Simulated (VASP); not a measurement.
# BaAl2B4 (Cmmm) in VASP: further runs, part 2 of 2

VASP 6.6.1.

**4. Single point, PBE**

This run uses another cell than the first one, of 14.97 Å³/atom.

INCAR reads:

```
SYSTEM = BaAl2B4
ALGO = Normal
EDIFF = 1E-7
ENCUT = 520
GGA = PE
ISIF = 2
ISMEAR = 0
LASPH = .True.
LCHARG = .False.
LREAL = .False.
LWAVE = .False.
NBANDS = 23
NELM = 100
PREC = Accurate
SIGMA = 0.1
```

KPOINTS reads:

```
k-points
0
Gamma
  6 6 4
  0 0 0
```

POSCAR reads:

```
BaAl2B4
1.0
    2.3016181161     -7.2666739071      0.0000000000
    2.3016181161      7.2666739071      0.0000000000
    0.0000000000      0.0000000000      3.1331224345
Ba Al B
1 2 4
Direct
    0.0000000000      0.0000000000      0.0000000000
    0.6702661463      0.3297338537      0.5000000000
    0.3297338537      0.6702661463      0.5000000000
    0.8264421696      0.1735578304      0.5000000000
    0.1735578304      0.8264421696      0.5000000000
    0.7886121898      0.2113878102      0.0000000000
    0.2113878102      0.7886121898      0.0000000000
```

Potentials or basis: VASP PAW PBE potentials, release 64 (Ba_sv, Al, B).

Command:

```console
$ cat potpaw_PBE.64/Ba_sv/POTCAR potpaw_PBE.64/Al/POTCAR potpaw_PBE.64/B/POTCAR > POTCAR
$ mpirun -np 1 vasp_std > vasp.out
```

OUTCAR:

```text
SYSTEM = BaAl2B4
   EDIFF = 1E-7
   ENCUT = 520
   GGA = PE
   ISIF = 2
   ISMEAR = 0
   LASPH = .True.
   LREAL = .False.
   NELM = 100
   PREC = Accurate

 ion  position               nearest neighbor table
   1  0.000  0.000  0.000-   4 2.97   5 2.97   4 2.97   5 2.97   6 3.07   7 3.07   3 3.72   3 3.72
                             2 3.72   2 3.72   2 3.72   2 3.72   3 3.72   3 3.72
   2  0.670  0.330  0.500-   4 2.27   5 2.30   5 2.30   6 2.33   6 2.33   3 3.27   3 3.27   1 3.72
                             1 3.72   1 3.72   1 3.72
   3  0.330  0.670  0.500-   5 2.27   4 2.30   4 2.30   7 2.33   7 2.33   2 3.27   2 3.27   1 3.72
                             1 3.72   1 3.72   1 3.72
   4  0.826  0.174  0.500-   6 1.66   6 1.66   2 2.27   3 2.30   3 2.30   1 2.97   1 2.97
   5  0.174  0.826  0.500-   7 1.66   7 1.66   3 2.27   2 2.30   2 2.30   1 2.97   1 2.97
   6  0.789  0.211  0.000-   4 1.66   4 1.66   2 2.33   2 2.33   1 3.07
   7  0.211  0.789  0.000-   5 1.66   5 1.66   3 2.33   3 2.33   1 3.07

  LATTYP: Found a base centered orthorhombic cell.
 ALAT       =     4.6032362322
 B/A-ratio  =     3.1572022553
 C/A-ratio  =     0.6806347266

  Lattice vectors:

 A1 = (   2.3016181161,  -7.2666739071,   0.0000000000)
 A2 = (   2.3016181161,   7.2666739071,   0.0000000000)
 A3 = (   0.0000000000,   0.0000000000,   3.1331224345)

Analysis of symmetry for initial positions (statically):
=====================================================================
 Subroutine PRICEL returns:
 Original cell was already a primitive cell.

 Routine SETGRP: Setting up the symmetry group for a
 base centered orthorhombic supercell.

 Subroutine GETGRP returns: Found  8 space group operations
 (whereof  8 operations were pure point group operations)
 out of a pool of  8 trial point group operations.

The static configuration has the point symmetry D_2h.

Analysis of symmetry for dynamics (positions and initial velocities):
=====================================================================
 Subroutine PRICEL returns:
 Original cell was already a primitive cell.

[... 143 lines left out ...]
   LHFCALC =     F    Hartree Fock is set to
   AEXX    =    0.0000 exact exchange contribution
   IVDW    =     0    specifies the selected vdW correction
   LEPSILON=     F    determine dielectric tensor
   LRPA    =     F    only Hartree local field effects (RPA)
 non-spin polarized calculation
 Gauss-broadening in eV      SIGMA  =   0.10
  energy-cutoff  :      520.00
  volume of cell :      104.80
 maximum number of plane-waves:      2843
 NGX is ok and might be reduce to    60
   NGX = 29   NGY = 29   NGZ = 11

 number of electron      28.0000000 magnetization

 Free energy of the ion-electron system (eV)
  ---------------------------------------------------
  ext. energy  EPLUGINS =         0.00000000
  ---------------------------------------------------
  free energy    TOTEN  =       -34.66260211 eV

  energy without entropy =      -34.64934267  energy(sigma->0) =      -34.65597239

 E-fermi :   5.3998     XC(G=0): -10.0528

 val. band max:        5.3769924623   @ k =   0.3333   0.3333   0.5000
 cond. band min:       5.3997827900   @ k =   0.5000   0.0000   0.0000
 fundamental gap:      0.0227903277
 Fermi energy:         5.3997574058

 k-point     1 :       0.0000    0.0000    0.0000
  band No.  band energies     occupation
      1     -22.9789      2.00000
      2      -8.5491      2.00000
      3      -8.0869      2.00000
      4      -7.5513      2.00000
      5      -6.3788      2.00000
      6      -3.5580      2.00000
[... 613 lines left out ...]
     22      10.2411      0.00000
     23      10.8461      0.00000

 [... further k-points ...]

------------------------ aborting loop because EDIFF is reached ----------------------------------------

  FORCE on cell =-STRESS in cart. coord.  units (eV):
  Direction    XX          YY          ZZ          XY          YZ          ZX
  --------------------------------------------------------------------------------------
  -------------------------------------------------------------------------------------
  Total        0.1249908      0.7922236      0.6840028      0.0000000      0.0000000      0.0000000
  in kB        1.9107876     12.1110577     10.4566407      0.0000000      0.0000000      0.0000000
  external PRESSURE =       8.1594953 kB  Pullay stress =       0.0000000 kB

 VOLUME and BASIS-vectors are now :
 -----------------------------------------------------------------------------
  energy-cutoff  :      520.00
  volume of cell :      104.80
      direct lattice vectors                 reciprocal lattice vectors
     2.301618116 -7.266673907  0.000000000     0.217238471 -0.068807271  0.000000000
     2.301618116  7.266673907  0.000000000     0.217238471  0.068807271  0.000000000
     0.000000000  0.000000000  3.133122435     0.000000000  0.000000000  0.319170419

 POSITION                                       TOTAL-FORCE (eV/Angst)
 -----------------------------------------------------------------------------------
      0.00000      0.00000      0.00000        -0.000000      0.000000     -0.000000
      2.30162     -2.47454      1.56656         0.000000     -0.025325     -0.000000
      2.30162      2.47454      1.56656         0.000000      0.025325     -0.000000
      2.30162     -4.74430      1.56656         0.000000      0.101048     -0.000000
      2.30162      4.74430      1.56656         0.000000     -0.101048      0.000000
      2.30162     -4.19450      0.00000         0.000000      0.014053     -0.000000
      2.30162      4.19450      0.00000         0.000000     -0.014053     -0.000000
 -----------------------------------------------------------------------------------
    total drift:                               -0.000000      0.000000      0.000000

  FREE ENERGIE OF THE ION-ELECTRON SYSTEM (eV)
  ---------------------------------------------------
  free  energy   TOTEN  =       -34.6626021100 eV

  energy  without entropy=      -34.6493426699  energy(sigma->0) =      -34.65597239
```

stdout:

```text
POSCAR found type information on POSCAR BaAlB
 POSCAR found :  3 types and       7 ions
 scaLAPACK will be used
 LDA part: xc-table for (Slater+PW92), standard interpolation
 POSCAR, INCAR and KPOINTS ok, starting setup
 FFT: planning ... GRIDC
 FFT: planning ... GRID_SOFT
 FFT: planning ... GRID
 WAVECAR not read
 entering main loop
```

Wall time 92 s (1 thread of AMD EPYC 9R45 (Zen 5), shared host); peak memory 0.3 GiB.

Results:

- Free energy: -34.6626 eV
- Pressure: 0.8 GPa
- Largest force: 0.101 eV/Å
- Band gap on the k mesh: zero (bands 14 and 15 overlap by 1.60 eV)

Forces in eV/Å, atoms in the order of the input:
```
Ba   0.000  0.000  0.000
Al   0.000 -0.025  0.000
Al   0.000  0.025  0.000
B    0.000  0.101  0.000
B    0.000 -0.101  0.000
B    0.000  0.014  0.000
B    0.000 -0.014  0.000
```

Caveat: the k points lie up to 0.50 Å⁻¹ apart, too coarse for converged energies and pressures of a metal; spin-orbit coupling is left out, which moves the levels of the heavy elements.

**5. Relaxation of cell and atoms, PBE**

This run uses another cell than the first one, of 14.97 Å³/atom.

INCAR reads:

```
PREC = Accurate ; ENCUT = 600
EDIFF = 1E-6 ; ISMEAR = 0
SIGMA = 0.1 ; LREAL = False
LASPH = True ; NELM = 100
ALGO = Normal ; ISIF = 3
LWAVE = False ; LCHARG = False
GGA = PE ; IBRION = 2
NSW = 90 ; EDIFFG = -0.04
```

KPOINTS reads:

```
Automatic mesh
0
Gamma
  4 4 6
```

POSCAR is that of step 4.

Command:

```console
$ cat potpaw_PBE.64/Ba_sv/POTCAR potpaw_PBE.64/Al/POTCAR potpaw_PBE.64/B/POTCAR > POTCAR
$ mpirun -np 1 vasp_std > vasp.out
```

Run time: 5.7 min. Hardware: 1 thread of AMD EPYC 9R45 (Zen 5), shared host; peak memory 0.36 GiB.

It converged, with:

- Free energy: -34.8779 eV
- Relaxed volume: 15.10 Å³/atom
- Relaxed cell: a = 7.791 Å, b = 7.791 Å, c = 3.147 Å, α = 90.00°, β = 90.00°, γ = 146.40°
- Space group after relaxing (to 0.1 Å): Cmmm (No. 65)
- Energy gained by relaxing: 6.9 meV/atom
- Ionic steps: 10
- Pressure after relaxing: 0.0 GPa
- Largest force after relaxing: 0.020 eV/Å
- Band gap on the k mesh: zero (bands 14 and 15 overlap by 2.25 eV)

Forces on the atoms (eV/Å):
```
Ba   0.000  0.000  0.000
Al   0.000  0.012  0.000
Al   0.000 -0.012  0.000
B    0.000 -0.001  0.000
B    0.000  0.001  0.000
B    0.000 -0.020  0.000
B    0.000  0.020  0.000
```

Stress tensor (GPa, compression positive):
```
 0.12  0.00  0.00
 0.00 -0.19  0.00
 0.00  0.00  0.11
```

Step by step:
```csv
step,energy change (eV),largest force (eV/Å),pressure (GPa),volume (Å³)
1,0.0000,0.3362,0.74,104.80
2,-0.0340,0.1723,-0.48,105.85
3,-0.0377,0.1174,-0.99,106.33
4,-0.0429,0.0899,0.40,105.08
5,-0.0437,0.0971,0.03,105.41
6,-0.0448,0.0622,0.09,105.34
7,-0.0452,0.0782,0.16,105.27
8,-0.0459,0.0706,0.14,105.31
9,-0.0474,0.0477,0.09,105.44
10,-0.0482,0.0201,0.02,105.71
```

Final structure:
```
Ba Al B
1.0
     2.25184   -7.45844    0.00000
     2.25184    7.45844    0.00000
     0.00000    0.00000    3.14690
Ba Al B
1 2 4
Cartesian
  2.2518 7.4584 0.0000
  2.2518 -2.5757 1.5734
  2.2518 2.5757 1.5734
  2.2518 -4.8641 1.5734
  2.2518 4.8641 1.5734
  2.2518 -4.3532 0.0000
  2.2518 4.3532 0.0000
```

Levels at points of the mesh, in eV from the Fermi level:
| k point | band 10 | band 11 | band 12 | band 13 | band 14 | band 15 | band 16 | band 17 | band 18 |
| --- | --- | --- | --- | --- | --- | --- | --- | --- | --- |
| (0.00, 0.00, 0.00) | -4.15 | -3.09 | -2.98 | -2.97 | 0.21 | 0.67 | 1.22 | 1.65 | 2.16 |
| (0.50, 0.00, 0.00) | -3.54 | -3.54 | -2.66 | -0.05 | 0.05 | 0.39 | 2.35 | 2.78 | 3.74 |
| (0.50, 0.50, 0.00) | -4.00 | -3.38 | -2.93 | -1.93 | -1.69 | -0.22 | 1.45 | 2.27 | 3.36 |
| (0.00, 0.00, 0.50) | -3.29 | -2.50 | -2.43 | -2.15 | -2.04 | -1.38 | 0.37 | 1.10 | 1.29 |
| (0.50, 0.00, 0.50) | -4.05 | -4.04 | -3.68 | -2.50 | -0.87 | -0.14 | 0.74 | 1.84 | 3.40 |
| (0.50, 0.50, 0.50) | -3.36 | -3.03 | -2.61 | -2.44 | -1.57 | -1.05 | 1.03 | 1.41 | 1.60 |

Caveat: spin-orbit coupling is left out, which moves the levels of the heavy elements.

**6. The runs side by side**

| task | cell | k mesh | cutoff (eV) | gap on the mesh (eV) | pressure (GPa) | largest force (eV/Å) |
| --- | --- | --- | --- | --- | --- | --- |
| single point | a = 7.716, b = 7.716, c = 3.137 Å, angles 90.0, 90.0, 145.9°, 7 atoms, atomic positions A | 4 × 4 × 6 | 520 | none | 0.8 | 0.08 |
| single point | a = 6.759, b = 6.759, c = 3.798 Å, angles 90.0, 90.0, 147.0°, 7 atoms, atomic positions B | 6 × 6 × 4 | 520 | none | 3.3 | 5.22 |
| single point | a = 7.622, b = 7.622, c = 3.133 Å, angles 90.0, 90.0, 144.9°, 7 atoms, atomic positions C | 6 × 6 × 4 | 520 | none | 0.8 | 0.10 |
| relaxation of cell and atoms | relaxed from a = 7.622, b = 7.622, c = 3.133 Å, angles 90.0, 90.0, 144.9°, 7 atoms, atomic positions C | 4 × 4 × 6 | 600 | none | 0.0 | 0.02 |

Alike in all rows: level PBE; potentials or basis VASP PAW PBE potentials, release 64 (Ba_sv, Al, B); no spin polarisation; smearing gaussian 0.1 eV.

Caveats: some runs use coarse meshes; spin-orbit coupling is left out, which moves the levels of the heavy elements; forces of over 1 eV/Å act on the atoms, so gaps and moduli don't describe the material at rest (at least some runs).

Absolute energies hang on the potentials; compare differences alone.
